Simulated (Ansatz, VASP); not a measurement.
Two plane-wave programs on CdTe

Contents of INCAR:

```
SYSTEM = CdTe
  ALGO = Normal
  EDIFF = 1E-6
  ENCUT = 520
  GGA = PS
  ISIF = 2
  ISMEAR = -1
  LASPH = .TRUE.
  LCHARG = .FALSE.
  LREAL = .FALSE.
  LWAVE = .FALSE.
  NBANDS = 16
  NELM = 100
  PREC = Accurate
  SIGMA = 0.05
```

The input KPOINTS:

```
k-points
0
G
  12 12 12
  0 0 0
```

The input POSCAR:

```
CdTe
1.0
    0.0000000000      2.6587655290      2.6587655290
    2.6587655290      0.0000000000      2.6587655290
    2.6587655290      2.6587655290      0.0000000000
Cd Te
1 1
Direct
    0.0000000000      0.0000000000      0.0000000000
    0.2500000000      0.2500000000      0.2500000000
```

Input for Ansatz:

```yaml
crystal:
  lattice:
    - [0.0, 2.658765529, 2.658765529]
    - [2.658765529, 0.0, 2.658765529]
    - [2.658765529, 2.658765529, 0.0]
  atoms:
    - { symbol: Cd, position: [0.0, 0.0, 0.0] }
    - { symbol: Te, position: [0.25, 0.25, 0.25] }
kpoints:
  mp_grid: { grid: [12, 12, 12] }
scf:
  occupations: { method: fermi_dirac, width: 0.05 }
hamiltonian:
  xc: pbesol
  pseudopotentials: { kind: paw, partial_waves: polarizable }
output:
  forces: true
  stress: true
  eigenvalues: true
  write_density: true
  write_potential: true
  elf: true
  volumetric_format: npy
```

Change from the starting cell: volume scaled by 0.55, PAW files, partial_waves polarizable.

Alike in both runs: task single point; functional PBEsol; k mesh 12 × 12 × 12; occupations fermi-dirac, width 0.05 eV; no spin polarisation.

|  | VASP | Ansatz |
| --- | --- | --- |
| version | VASP 6.6.1 | Ansatz 0.2.0 |
| potentials or method | VASP PAW PBE potentials, release 64 (Cd, Te) | PAW with Ansatz's default frozen-core files, scalar-relativistic |
| plane-wave cutoff (eV) | 520 | 420 |
| valence electrons in the cell | 18 | 36 |

```tsv
	VASP	Ansatz	Ansatz less VASP
pressure (GPa)	104.5	103.1	-1.37
```

VASP's potentials were made for PBE, not for PBEsol. Both programs put the cell under a high pressure, so it lies far from rest at this level. The functional is the same, so the differences come from potentials, cutoffs and numerics. VASP's potentials hold 18 valence electrons a cell and Ansatz's 36, so a difference there can come from the potentials and not from the codes.

Spin-orbit coupling is off throughout. Noted on VASP's run: the cell as given lies far from equilibrium.
